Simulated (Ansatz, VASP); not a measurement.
## In4Bi3P: VASP beside Ansatz

The input INCAR:

```
PREC = Accurate
ENCUT = 500
EDIFF = 1E-6
ISMEAR = -1
SIGMA = 0.02
LREAL = False
LASPH = True
NELM = 120
ALGO = Normal
ISIF = 2
LWAVE = False
LCHARG = True
GGA = PE
LELF = True
LVHAR = True
NBANDS = 61
GGA_COMPAT = False
```

The input KPOINTS:

```
Automatic mesh
0
Gamma
  4 4 4
```

Contents of POSCAR:

```
In4Bi3P
1.0
   -3.3124107118      3.3124107118      6.6021259338
    3.3124107118     -3.3124107118      6.6021259338
    3.3124107118      3.3124107118     -6.6021259338
P In Bi
1 4 3
Direct
    0.0000000000      0.0000000000      0.0000000000
    0.6562946658      0.6562946658      0.5458653108
    0.8895706450      0.3437053342      0.0000000000
    0.1104293550      0.1104293550      0.4541346892
    0.3437053342      0.8895706450      0.0000000000
    0.2500000000      0.7500000000      0.5000000000
    0.5000000000      0.5000000000      0.0000000000
    0.7500000000      0.2500000000      0.5000000000
```

Input for Ansatz:

```yaml
crystal:
  lattice:
    - [-3.3124107118, 3.3124107118, 6.6021259338]
    - [3.3124107118, -3.3124107118, 6.6021259338]
    - [3.3124107118, 3.3124107118, -6.6021259338]
  atoms:
    - { symbol: P, position: [0.0, 0.0, 0.0] }
    - { symbol: In, position: [0.6562946658, 0.6562946658, 0.5458653108] }
    - { symbol: Bi, position: [0.25, 0.75, 0.5] }
    - { symbol: In, position: [0.889570645, 0.3437053342, 0.0] }
    - { symbol: Bi, position: [0.5, 0.5, 0.0] }
    - { symbol: In, position: [0.110429355, 0.110429355, 0.4541346892] }
    - { symbol: Bi, position: [0.75, 0.25, 0.5] }
    - { symbol: In, position: [0.3437053342, 0.889570645, 0.0] }
kpoints:
  mp_grid: { grid: [4, 4, 4] }
hamiltonian:
  xc: pbe
scf:
  occupations: { method: fermi_dirac, width: 0.02 }
  n_extra_bands: 6
output:
  forces: true
  stress: true
  eigenvalues: true
```

Alike in both runs: task single point; functional PBE; k mesh 4 × 4 × 4; occupations fermi-dirac, width 0.02 eV; no spin polarisation.

|  | VASP | Ansatz |
| --- | --- | --- |
| version | VASP 6.6.1 | Ansatz 0.2.0 |
| potentials or method | VASP PAW PBE potentials, release 64 (P, In_d, Bi_d) | plane waves, PAW |
| plane-wave cutoff (eV) | 500 | 420 |
| valence electrons in the cell | 102 | 102 |

|  | VASP | Ansatz | Ansatz less VASP |
| --- | --- | --- | --- |
| pressure (GPa) | 0.0 | 0.0 | +0.03 |

Neither program's run includes spin-orbit coupling.
